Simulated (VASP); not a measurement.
Crystal: BAs (WC type).

```
B As
1.0
     2.63399    0.00000    0.00000
    -1.31700    2.28110    0.00000
     0.00000    0.00000    2.62256
B As
1 1
Direct
  0.00000 0.00000 0.00000
  0.33333 0.66667 0.50000
```

Base run:

| Quantity | Value |
| --- | --- |
| Program | VASP 6.6.1 |
| Functional | LDA |
| Potentials or basis | VASP PAW LDA potentials, release 64 (B, As_d) |
| Cutoff | 600 eV |
| k mesh | 18 × 18 × 16 |
| Occupations | fermi-dirac, width 0.08 eV |
| Spin | no spin polarisation |

Its results: band gap on the k mesh zero (band 9 reaches 15.50 eV, above the bottom of band 10 at 6.57 eV); pressure 141.5 GPa.

The run is repeated on the same cell with these changes: potentials or basis from VASP PAW LDA potentials, release 64 (B, As_d) to VASP PAW LDA potentials, release 64 (B, As); cutoff from 600 eV to 520 eV; further incar settings from ALGO = Normal; EDIFF = 1e-06; NBANDS = 16 to ALGO = Normal; EDIFF = 1e-06; NBANDS = 11; valence electrons from 18 to 8. What comes out?

Band gap on the k mesh zero (band 4 reaches 17.81 eV, above the bottom of band 5 at 8.88 eV); pressure 145.3 GPa.
